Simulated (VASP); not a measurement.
Input of a VASP 6.6.1 run:

The input INCAR:

```
PREC = Accurate
ENCUT = 500
EDIFF = 1E-6
ISMEAR = 0
SIGMA = 0.01
LREAL = F
LASPH = T
NELM = 120
ALGO = Normal
ISIF = 2
LWAVE = F
LCHARG = T
GGA = PE
LELF = T
LVHAR = T
NBANDS = 14
GGA_COMPAT = F
```

Contents of KPOINTS:

```
Automatic mesh
0
Gamma
  4 4 4
```

POSCAR

```
NaCl
1.0
    0.0000000000      2.8100000000      2.8100000000
    2.8100000000      0.0000000000      2.8100000000
    2.8100000000      2.8100000000      0.0000000000
Na Cl
1 1
Direct
   -0.0012099078     -0.0034822025      0.0014226663
    0.5007846403      0.5022582502      0.4990773786
```

Potentials or basis: VASP PAW PBE potentials, release 64 (Na_pv, Cl).

Command:

```bash
$ cat potpaw_PBE.64/Na_pv/POTCAR potpaw_PBE.64/Cl/POTCAR > POTCAR
$ mpirun -np 1 vasp_std > vasp.out
```

**Question.** Predict the largest force.

**Answer.** 0.034 eV/Å.

**Question.** Predict the band gap on the k mesh.

**Answer.** 5.15 eV, direct.

Forces on the atoms (eV/Å):
```
Na   0.014 -0.001  0.032
Cl  -0.014  0.001 -0.032
```

Caveat: the k points lie up to 0.48 Å⁻¹ apart.
